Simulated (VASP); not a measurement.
Wanted: the native input for a VASP 6.6.1 run.

| Quantity | Value |
| --- | --- |
| Task | relaxation of cell and atoms |
| Functional | LDA |
| Potentials or basis | VASP PAW LDA potentials, release 64 (Al, As) |
| Cutoff | 500 eV |
| k mesh | 8 × 8 × 8 |
| Occupations | gaussian, width 0.01 eV |
| Spin | no spin polarisation |
| Dipole correction | no |
| Further INCAR settings | ALGO = Normal; EDIFF = 1e-07; IBRION = 2; EDIFFG = -0.005; NSW = 80; ISIF = 3 |

The structure of AlAs lies in POSCAR:

```
AlAs
1.0
    0.0000000000      2.8150000000      2.8150000000
    2.8150000000      0.0000000000      2.8150000000
    2.8150000000      2.8150000000      0.0000000000
Al As
1 1
Direct
    0.0000000000      0.0000000000      0.0000000000
    0.2500000000      0.2500000000      0.2500000000
```

The input as run:

INCAR

```
SYSTEM = AlAs
PREC = Accurate ; ENCUT = 500
EDIFF = 1E-7 ; ISMEAR = 0
SIGMA = 0.01 ; LREAL = .False.
LASPH = .True. ; NELM = 120
ALGO = Normal ; ISIF = 3
LWAVE = .False. ; LCHARG = .False.
IBRION = 2 ; NSW = 80
EDIFFG = -0.005 ; GGA_COMPAT = .False.
NELMIN = 4
```

KPOINTS

```
regular mesh
0
Gamma
  8 8 8
  0 0 0
```

Potentials or basis: VASP PAW LDA potentials, release 64 (Al, As).

Launch:

```console
$ cat potpaw_LDA.64/Al/POTCAR potpaw_LDA.64/As/POTCAR > POTCAR
$ mpirun -np 1 vasp_std > vasp.out
```

It gave:

* Relaxed volume: 22.40 Å³/atom
* Relaxed cell: a = 3.986 Å, b = 3.986 Å, c = 3.986 Å, α = 60.00°, β = 60.00°, γ = 60.00°
* Space group after relaxing (to 0.1 Å): F-43m (No. 216)
* Energy gained by relaxing: 0.1 meV/atom
* Ionic steps: 3
* Pressure after relaxing: 0.0 GPa
* Band gap on the k mesh: 1.32 eV (least direct gap 1.98 eV)

It took 10 s on 1 thread of Intel(R) Xeon(R) 6975P-C (Granite Rapids), with other jobs on the host, peak memory 0.14 GiB.
